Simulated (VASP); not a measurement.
Input of a VASP 6.6.1 run:

File INCAR:

```
SYSTEM = W
ALGO = Normal
EDIFF = 1E-6
ENCUT = 520
GGA = RP
ISIF = 2
ISMEAR = -1
LASPH = .True.
LCHARG = .False.
LREAL = .False.
LWAVE = .False.
NBANDS = 28
NELM = 60
PREC = Accurate
SIGMA = 0.1
```

File KPOINTS:

```
k-points
0
Gamma
  9 9 13
  0 0 0
```

File POSCAR:

```
W
1.0
    4.5108183919      0.0000000000      0.0000000000
   -2.2554091960      3.9064833193      0.0000000000
    0.0000000000      0.0000000000      2.5119318481
W
3
Direct
    0.0000000000      0.0000000000      0.0000000000
    0.3333333333      0.6666666667      0.5000000000
    0.6666666667      0.3333333333      0.5000000000
```

Potentials or basis: VASP PAW PBE potentials, release 64 (W_sv).

The run is started by

```bash
$ cat potpaw_PBE.64/W_sv/POTCAR > POTCAR
$ mpirun -np 1 vasp_std > vasp.out
```

**Question.** Estimate the band gap on the k mesh.

**Answer.** Zero (band 21 reaches 12.92 eV, above the bottom of band 22 at 11.97 eV).

**Question.** What does it give for the pressure?

**Answer.** 45.5 GPa.

Stress tensor (GPa, compression positive):
```
43.88  0.00  0.00
 0.00 43.88  0.00
 0.00  0.00 48.88
```

Caveat: the PAW data sets were made with another functional, which shifts forces and pressure a little; spin-orbit coupling is left out, which moves the levels of the heavy elements.
